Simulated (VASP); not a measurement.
# InAs in VASP: single point with PBE

Aim: the single point of InAs with PBE.

Program: VASP 6.6.1. These are calculated values, not measurements. Logs are shortened: lines on timing, memory, paths and dates and some standing lists are left out, and cuts for length are marked.

**1. The cell of the first run**

The cell holds a disordered packing, 8 atoms: a = 5.800 Å, b = 6.210 Å, c = 6.320 Å, α = 64.54°, β = 85.98°, γ = 80.66°.

**2. Single point, PBE**

INCAR

```
SYSTEM = InAs
  ALGO = Normal
  EDIFF = 1E-6
  ENCUT = 520
  GGA = PE
  ISIF = 2
  ISMEAR = 0
  ISYM = 0
  LASPH = .True.
  LCHARG = .False.
  LREAL = .False.
  LWAVE = .False.
  NBANDS = 46
  NELM = 80
  PREC = Accurate
  SIGMA = 0.1
```

KPOINTS

```
k-points
0
Gamma
  4 4 4
  0 0 0
```

POSCAR

```
InAs
1.0
    5.7774859641      0.4969785872      0.1384447771
    0.4597554680      6.0387742388      1.3711183001
    0.1783822278      1.3798787208      6.1651132679
In As
4 4
Direct
    0.6097509906      0.8906177005      0.9225709295
    0.6383425037      0.3072685738      0.3555052650
    0.6638143365      0.4173306248      0.8217695176
    0.1377689802      0.6051197595      0.8560172631
    0.1390576638      0.3453683499      0.3888634076
    0.6666146635      0.8373011396      0.3913732667
    0.1163077613      0.0831947926      0.8462867506
    0.0920287454      0.7643124651      0.3539946745
```

Potentials or basis: VASP PAW PBE potentials, release 64 (In_d, As).

On the command line:

```
$ cat potpaw_PBE.64/In_d/POTCAR potpaw_PBE.64/As/POTCAR > POTCAR
$ mpirun -np 1 vasp_std > vasp.out
```

OUTCAR:

```text
SYSTEM = InAs
   EDIFF = 1E-6
   ENCUT = 520
   GGA = PE
   ISIF = 2
   ISMEAR = 0
   ISYM = 0
   LASPH = .True.
   LREAL = .False.
   NELM = 80
   PREC = Accurate

 ion  position               nearest neighbor table
   1  0.610  0.891  0.923-   6 2.87   7 2.91   3 3.12   3 3.23   7 3.28   4 3.38   2 3.41   2 3.46
                             4 3.63
   2  0.638  0.307  0.356-   6 2.81   5 2.87   5 2.98   3 3.14   3 3.32   1 3.41   6 3.43   1 3.46

   3  0.664  0.417  0.822-   6 2.85   7 3.04   4 3.11   1 3.12   2 3.14   4 3.21   1 3.23   2 3.32

   4  0.138  0.605  0.856-   8 2.91   7 2.93   5 3.05   3 3.11   3 3.21   7 3.29   1 3.38   1 3.63

   5  0.139  0.345  0.389-   8 2.49   7 2.65   2 2.87   2 2.98   4 3.05
   6  0.667  0.837  0.391-   8 2.45   2 2.81   3 2.85   1 2.87   2 3.43
   7  0.116  0.083  0.846-   5 2.65   1 2.91   4 2.93   3 3.04   1 3.28   4 3.29
   8  0.092  0.764  0.354-   6 2.45   5 2.49   4 2.91

IMPORTANT INFORMATION: All symmetrisations will be switched off!
NOSYMM: (Re-)initialisation of all symmetry stuff for point group C_1.

----------------------------------------------------------------------------------------

                                     Primitive cell

  volume of cell :     202.8149

  direct lattice vectors                    reciprocal lattice vectors
     5.777485964  0.496978587  0.138444777     0.174236420 -0.012769579 -0.002183287
     0.459755468  6.038774239  1.371118300    -0.014165092  0.175500671 -0.038870793
     0.178382228  1.379878721  6.165113268    -0.000762371 -0.038744511  0.170896896

  length of vectors
     5.800474010  6.209519691  6.320166699     0.174717369  0.180311048  0.175235463

  position of ions in fractional coordinates (direct lattice)
     0.609750991  0.890617701  0.922570929
     0.638342504  0.307268574  0.355505265
     0.663814337  0.417330625  0.821769518
     0.137768980  0.605119759  0.856017263
     0.139057664  0.345368350  0.388863408
     0.666614663  0.837301140  0.391373267
     0.116307761  0.083194793  0.846286751
     0.092028745  0.764312465  0.353994675

  ion indices of the primitive-cell ions
   primitive index   ion index
                 1           1
                 2           2
                 3           3
                 4           4
                 5           5
                 6           6
                 7           7
                 8           8

----------------------------------------------------------------------------------------

 KPOINTS: k-points

Automatic generation of k-mesh.
 Grid dimensions read from file:
 generate k-points for:    4    4    4

 Generating k-lattice:

  Cartesian coordinates                     Fractional coordinates (reciprocal lattice)
     0.043559105 -0.003192395 -0.000545822     0.250000000  0.000000000  0.000000000
    -0.003541273  0.043875168 -0.009717698     0.000000000  0.250000000  0.000000000
    -0.000190593 -0.009686128  0.042724224     0.000000000  0.000000000  0.250000000

  Length of vectors
     0.043679342  0.045077762  0.043808866

  Shift w.r.t. Gamma in fractional coordinates (k-lattice)
     0.000000000  0.000000000  0.000000000

 Subroutine IBZKPT returns following result:
 ===========================================

 Found     36 irreducible k-points:

 Following reciprocal coordinates:
            Coordinates               Weight
  0.000000  0.000000  0.000000      1.000000
  0.250000  0.000000  0.000000      2.000000
  0.500000  0.000000  0.000000      1.000000
  0.000000  0.250000  0.000000      2.000000
  0.250000  0.250000  0.000000      2.000000
  0.500000  0.250000  0.000000      2.000000
[... 16 lines left out ...]
  0.000000 -0.250000  0.250000      2.000000
  0.250000 -0.250000  0.250000      2.000000
 [... further k-points ...]
   k-points           NKPTS =     36   k-points in BZ     NKDIM =     36   number of bands    NBANDS=     46
   number of dos      NEDOS =    301   number of ions     NIONS =      8
   total plane-waves  NPLWV = 110592
   dimension x,y,z NGX =    48 NGY =   48 NGZ =   48
   dimension x,y,z NGXF=    96 NGYF=   96 NGZF=   96
   ions per type =               4   4
   NGX,Y,Z   is equivalent  to a cutoff of  13.76, 12.85, 12.63 a.u.
   NGXF,Y,Z  is equivalent  to a cutoff of  27.51, 25.70, 25.25 a.u.
 SYSTEM =  InAs
   PREC   = accura    normal or accurate (medium, high low for compatibility)
   ISTART =      0    job   : 0-new  1-cont  2-samecut
   ICHARG =      2    charge: 1-file 2-atom 10-const
   ISPIN  =      1    spin polarized calculation?
   LNONCOLLINEAR =      F non collinear calculations
   LSORBIT =      F    spin-orbit coupling
   LASPH  =      T    aspherical Exc in radial PAW
   ENCUT  =  520.0 eV  38.22 Ry    6.18 a.u.  10.79 11.55 11.75*2*pi/ulx,y,z
   NELM   =     80;   NELMIN=  2; NELMDL= -5     # of ELM steps
   EDIFF  = 0.1E-05   stopping-criterion for ELM
   LREAL  =      F    real-space projection
   EDIFFG = 0.1E-04   stopping-criterion for IOM
   NSW    =      0    number of steps for IOM
   IBRION =     -1    ionic relax: 0-MD 1-quasi-New 2-CG
   NFREE  =      0    steps in history (QN), initial steepest desc. (CG)
   ISIF   =      2    stress and relaxation
   ISYM   =      0    0-nonsym 1-usesym 2-fastsym
   POTIM  = 0.5000    time-step for ionic-motion
   TEBEG  =    0.0;   TEEND  =   0.0 temperature during run
   PSTRESS=    0.0 pullay stress
   NELECT =      72.0000    total number of electrons
   NUPDOWN=      -1.0000    fix difference up-down
   EMIN   =  10.00;   EMAX   =-10.00  energy-range for DOS
   EFERMI =   0.00;   METHOD = LEGACY
   ISMEAR =     0;   SIGMA  =   0.10  broadening in eV -4-tet -1-fermi 0-gaus
   EFERMI_NEDOS =   21; number of points for ismear=-14 and -15
   IALGO  =     38    algorithm
   IMIX   =      4    mixing-type and parameters
     AMIX     =   0.40;   BMIX     =  1.00
     AMIX_MAG =   1.60;   BMIX_MAG =  1.00
  volume/ion in A,a.u.               =      25.35       171.08
  Fermi-wavevector in a.u.,A,eV,Ry     =   1.159184  2.190540 18.282248  1.343707
  Thomas-Fermi vector in A             =   2.295779
   LORBIT       =      0    0 simple, 1 ext, 2 COOP (PROOUT), +10 PAW based schemes
   GGA     = PE    functional components
   LHFCALC =     F    Hartree Fock is set to
   AEXX    =    0.0000 exact exchange contribution
   IVDW    =     0    specifies the selected vdW correction
   LEPSILON=     F    determine dielectric tensor
   LRPA    =     F    only Hartree local field effects (RPA)
 non-spin polarized calculation
 Gauss-broadening in eV      SIGMA  =   0.10
  energy-cutoff  :      520.00
  volume of cell :      202.81
 maximum number of plane-waves:      5480
 NGX is ok and might be reduce to    48
   NGX = 21   NGY = 23   NGZ = 23

 number of electron      72.0000001 magnetization

 Free energy of the ion-electron system (eV)
  ---------------------------------------------------
  ext. energy  EPLUGINS =         0.00000000
  ---------------------------------------------------
  free energy    TOTEN  =       -28.69837554 eV

  energy without entropy =      -28.68201162  energy(sigma->0) =      -28.69019358

 E-fermi :   5.6887     XC(G=0):  -9.8007

 val. band max:        5.6735574132   @ k =   0.2500   0.5000   0.0000
 cond. band min:       5.6988736672   @ k =   0.2500  -0.2500   0.2500
 fundamental gap:      0.0253162540
 Fermi energy:         5.6887288546

 k-point     1 :       0.0000    0.0000    0.0000
  band No.  band energies     occupation
      1      -9.0424      2.00000
      2      -9.0229      2.00000
      3      -8.9920      2.00000
      4      -8.9300      2.00000
      5      -8.9150      2.00000
      6      -8.8871      2.00000
[... 38 lines left out ...]
     45      10.2426      0.00000
     46      11.1757      0.00000

 k-point     2 :       0.2500    0.0000    0.0000
  band No.  band energies     occupation
      1      -9.0451      2.00000
      2      -9.0231      2.00000
      3      -8.9968      2.00000
      4      -8.9628      2.00000
      5      -8.9290      2.00000
      6      -8.8792      2.00000
[... 38 lines left out ...]
     45      10.7163      0.00000
     46      11.0078      0.00000

 k-point     3 :       0.5000    0.0000    0.0000
  band No.  band energies     occupation
      1      -9.0562      2.00000
      2      -9.0181      2.00000
      3      -9.0135      2.00000
      4      -8.9778      2.00000
      5      -8.9279      2.00000
      6      -8.8652      2.00000
[... 38 lines left out ...]
     45      10.2124      0.00000
     46      10.8981      0.00000

 k-point     4 :       0.0000    0.2500    0.0000
  band No.  band energies     occupation
      1      -9.0449      2.00000
      2      -9.0141      2.00000
      3      -8.9652      2.00000
      4      -8.9083      2.00000
      5      -8.8958      2.00000
      6      -8.8786      2.00000
[... 920 lines left out ...]
     45       9.5103      0.00000
     46      10.0059      0.00000

 k-point    23 :       0.0000   -0.2500    0.2500
  band No.  band energies     occupation
      1      -9.0289      2.00000
      2      -8.9968      2.00000
      3      -8.9573      2.00000
      4      -8.8972      2.00000
      5      -8.8883      2.00000
      6      -8.8826      2.00000
[... 38 lines left out ...]
     45      10.1445      0.00000
     46      10.4433      0.00000

 k-point    24 :       0.2500   -0.2500    0.2500
  band No.  band energies     occupation
      1      -9.0433      2.00000
      2      -9.0053      2.00000
      3      -8.9449      2.00000
      4      -8.9208      2.00000
      5      -8.8826      2.00000
      6      -8.8733      2.00000
[... 38 lines left out ...]
     45       9.8240      0.00000
     46      10.5554      0.00000

 [... further k-points ...]

------------------------ aborting loop because EDIFF is reached ----------------------------------------

  FORCE on cell =-STRESS in cart. coord.  units (eV):
  Direction    XX          YY          ZZ          XY          YZ          ZX
  --------------------------------------------------------------------------------------
  -------------------------------------------------------------------------------------
  Total        0.2034983      0.0339193     -0.0330661      0.0761726     -0.0249071      0.0031302
  in kB        1.6075756      0.2679524     -0.2612120      0.6017406     -0.1967585      0.0247273
  external PRESSURE =       0.5381053 kB  Pullay stress =       0.0000000 kB

 VOLUME and BASIS-vectors are now :
 -----------------------------------------------------------------------------
  energy-cutoff  :      520.00
  volume of cell :      202.81
      direct lattice vectors                 reciprocal lattice vectors
     5.777485964  0.496978587  0.138444777     0.174236420 -0.012769579 -0.002183287
     0.459755468  6.038774239  1.371118300    -0.014165092  0.175500671 -0.038870793
     0.178382228  1.379878721  6.165113268    -0.000762371 -0.038744511  0.170896896

 POSITION                                       TOTAL-FORCE (eV/Angst)
 -----------------------------------------------------------------------------------
      4.09686      6.95431      6.99331        -0.004727     -0.000839     -0.002618
      3.89270      2.66332      2.70141         0.001029      0.006049     -0.008796
      4.17364      3.98401      5.73041        -0.012806     -0.023744      0.017244
      1.22686      4.90385      6.12621         0.015981      0.015205      0.004627
      1.03156      2.69129      2.89018        -0.016187     -0.011097     -0.032037
      4.30612      5.92761      3.65319        -0.016473      0.000306      0.006995
      0.86118      1.72797      5.34763        -0.008668     -0.026726      0.014176
      0.94624      5.14972      3.24312         0.041853      0.040846      0.000409
 -----------------------------------------------------------------------------------
    total drift:                               -0.000161      0.000804      0.000177

  FREE ENERGIE OF THE ION-ELECTRON SYSTEM (eV)
  ---------------------------------------------------
  free  energy   TOTEN  =       -28.6983755419 eV

  energy  without entropy=      -28.6820116216  energy(sigma->0) =      -28.69019358
```

It took 4.7 min on 1 thread of Intel Xeon Platinum 8488C (Sapphire Rapids), shared host; peak memory 0.46 GiB.

Results:

- Free energy: -28.6984 eV
- Pressure: 0.1 GPa
- Largest force: 0.058 eV/Å
- Band gap on the k mesh: zero (bands 36 and 37 overlap by 1.54 eV)

Forces in eV/Å, atoms in the order of the input:
```
In  -0.005 -0.001 -0.003
In   0.001  0.006 -0.009
In  -0.013 -0.024  0.017
In   0.016  0.015  0.005
As  -0.016 -0.011 -0.032
As  -0.016  0.000  0.007
As  -0.009 -0.027  0.014
As   0.042  0.041  0.000
```

Caveat: spin-orbit coupling is left out, which moves the levels of the heavy elements.
